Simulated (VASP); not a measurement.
SiF:

```xyz
8
Lattice="-1.9560 -3.4530 0.0879 0.0257 2.4481 -6.4714 5.8718 -3.4551 0.0547" Properties=species:S:1:pos:R:3 pbc="T T T"
Si    3.9571   -4.5662   -2.7318
Si    1.9370   -0.9956   -2.8886
Si    1.9057   -3.4005   -3.5762
Si    0.0336    0.0456   -3.5611
F     3.9004   -4.6502   -1.0248
F     1.9975   -1.0932   -1.2047
F     1.9961   -3.3260   -5.0670
F     0.0383    0.1461   -5.2609
```

```yaml
Program: VASP 6.6.1
Task: relaxation of cell and atoms
Functional: PBE
Potentials_or_basis: VASP PAW PBE potentials, release 64 (Si, F)
Cutoff: 600 eV
k_mesh: 4 × 4 × 2
Occupations: gaussian, width 0.1 eV
Spin: no spin polarisation
```

At the start: pressure 0.1 GPa; volume 21.68 Å³/atom.

Question: Where does the relaxation end?

Answer: Over 47 steps the energy falls by 95.2 meV/atom and the volume is 20.96 Å³/atom (-3.3 %); space group P1 (No. 1, to 0.1 Å) before, R-3m (No. 166, to 0.1 Å).

The path:
| step | energy change (eV) | largest force (eV/Å) | pressure (GPa) | volume (Å³) |
| --- | --- | --- | --- | --- |
| 1 | 0.0000 | 5.9167 | 0.13 | 173.42 |
| 3 | -0.5847 | 1.5900 | -1.53 | 173.57 |
| 5 | -0.4117 | 3.0677 | 4.27 | 169.11 |
| 7 | -0.7225 | 0.5959 | -0.09 | 171.65 |
| 9 | -0.7430 | 0.1983 | -0.04 | 171.60 |
| 11 | -0.7493 | 0.2783 | 0.40 | 171.35 |
| 13 | -0.7539 | 0.1940 | -0.04 | 171.78 |
| 15 | -0.7555 | 0.0637 | -0.08 | 171.84 |
| 17 | -0.7562 | 0.0812 | -0.05 | 171.71 |
| 19 | -0.7571 | 0.0747 | -0.04 | 171.33 |
| 21 | -0.7577 | 0.0582 | -0.03 | 171.01 |
| 23 | -0.7582 | 0.0401 | 0.04 | 170.74 |
| 25 | -0.7588 | 0.0565 | 0.00 | 170.55 |
| 27 | -0.7589 | 0.1621 | 0.02 | 170.01 |
| 29 | -0.7597 | 0.0718 | -0.06 | 170.19 |
| 31 | -0.7601 | 0.0302 | -0.06 | 169.87 |
| 33 | -0.7602 | 0.0327 | -0.03 | 169.69 |
| 35 | -0.7602 | 0.1549 | 0.01 | 168.80 |
| 37 | -0.7605 | 0.0748 | 0.02 | 169.27 |
| 39 | -0.7608 | 0.0454 | 0.01 | 169.01 |
| 41 | -0.7606 | 0.1212 | 0.09 | 167.88 |
| 43 | -0.7612 | 0.0425 | 0.05 | 168.32 |
| 45 | -0.7615 | 0.0307 | -0.02 | 167.84 |
| 47 | -0.7617 | 0.0230 | -0.03 | 167.64 |

Final structure:
```yaml
crystal:
  lattice:
    - [-1.99206, -3.43982, -0.00266]
    - [-0.00190, 2.29106, -6.16710]
    - [5.92725, -3.41211, 0.01088]
  atoms:
    - { symbol: Si, position: [0.72062, 0.44235, 0.90734] }
    - { symbol: Si, position: [0.22110, 0.44432, 0.40801] }
    - { symbol: Si, position: [0.77786, 0.55743, 0.59357] }
    - { symbol: Si, position: [0.27841, 0.55594, 0.09295] }
    - { symbol: F, position: [0.58756, 0.17732, 0.86196] }
    - { symbol: F, position: [0.08990, 0.17929, 0.36284] }
    - { symbol: F, position: [0.90980, 0.82237, 0.63722] }
    - { symbol: F, position: [0.41475, 0.82098, 0.13610] }
```

Caveat: the k points lie up to 0.47 Å⁻¹ apart in the final cell.
